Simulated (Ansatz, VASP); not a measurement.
**CaHF2 in VASP and in Ansatz**

```
H F Ca
1.0
     1.77583    3.07582    0.00000
    -1.77583    3.07582    0.00000
     0.00000   -2.05054    4.68578
H F Ca
1 2 1
Direct
  0.50000 0.50000 0.50000
  0.41760 0.41760 0.25280
  0.58240 0.58240 0.74720
  0.00000 0.00000 0.00000
```

Alike in both runs: task single point; functional r2SCAN; k mesh 10 × 10 × 10; no spin polarisation.

```csv
,VASP,Ansatz
version,VASP 6.6.1,Ansatz 0.2.0
potentials or method,"VASP PAW PBE potentials, release 64 (H, F, Ca_sv), cutoff 520 eV",PAW plane waves
occupations,"fermi-dirac, width 0.1 eV",fermi-dirac
valence electrons in the cell,25,25
```

```tsv
	VASP	Ansatz	Ansatz less VASP
pressure (GPa)	7.4	7.0	-0.37
traceless stress, the component that is largest in VASP (GPa)	-7.48	-7.71	-0.225
rms of the force components (eV/Å)	0.091	0.071	-0.0198
```

VASP's potentials were made for PBE, not for r2SCAN. Atom by atom the forces differ by 0.020 eV/Å (rms over components). Ansatz's warnings: structure snapped to symmetry.
